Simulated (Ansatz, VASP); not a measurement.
## Two plane-wave programs on AlCo

Contents of INCAR:

```
  PREC = Accurate
  ENCUT = 520
  EDIFF = 1E-6
  ISMEAR = 0
  SIGMA = 0.15
  LREAL = F
  LASPH = T
  NELM = 80
  ALGO = Normal
  ISIF = 2
  LWAVE = F
  LCHARG = F
  GGA = PS
  NBANDS = 13
```

Contents of KPOINTS:

```
Automatic mesh
0
Gamma
  16 16 16
```

File POSCAR:

```
AlCo
1.0
    2.8194032100      0.0000000000      0.0000000000
    0.0000000000      2.8194032100      0.0000000000
    0.0000000000      0.0000000000      3.0449554668
Al Co
1 1
Direct
    0.0000000000      0.0000000000      0.0000000000
    0.5000000000      0.5000000000      0.5000000000
```

Input for Ansatz:

```yaml
crystal:
  lattice:
    - [2.81940321, 0.0, 0.0]
    - [0.0, 2.81940321, 0.0]
    - [0.0, 0.0, 3.0449554668]
  atoms:
    - { symbol: Al, position: [0.0, 0.0, 0.0] }
    - { symbol: Co, position: [0.5, 0.5, 0.5] }
basis:
  ecutwfc: 420
kpoints:
  mp_grid: { grid: [16, 16, 16] }
hamiltonian:
  xc: pbesol
scf:
  occupations: { method: gaussian, width: 0.15 }
output:
  forces: true
  stress: true
  eigenvalues: true
```

Change from the starting cell: strain +0.000 along x and y, +0.080 along z, atoms carried along.

Alike in both runs: task single point; functional PBEsol; k mesh 16 × 16 × 16; occupations gaussian, width 0.15 eV; no spin polarisation.

|  | VASP | Ansatz |
| --- | --- | --- |
| version | VASP 6.6.1 | Ansatz 0.2.0 |
| potentials or method | VASP PAW PBE potentials, release 64 (Al, Co), cutoff 520 eV | scalar-relativistic, plane waves, PAW |
| valence electrons in the cell | 12 | 20 |

|  | VASP | Ansatz | Ansatz less VASP |
| --- | --- | --- | --- |
| gap on the k mesh at the Fermi level (eV) | none | none | - |
| pressure (GPa) | -11.4 | -11.6 | -0.11 |
| traceless stress, the component that is largest in VASP (GPa) | -4.97 | -4.94 | +0.025 |

VASP's potentials were made for PBE, not for PBEsol. A gap of «none» marks a metal or a gap that the smearing closes. With one functional, cell and mesh, what is left measures potentials, basis and numerics. VASP's potentials hold 12 valence electrons a cell and Ansatz's 20, so a difference there can come from the potentials and not from the codes.
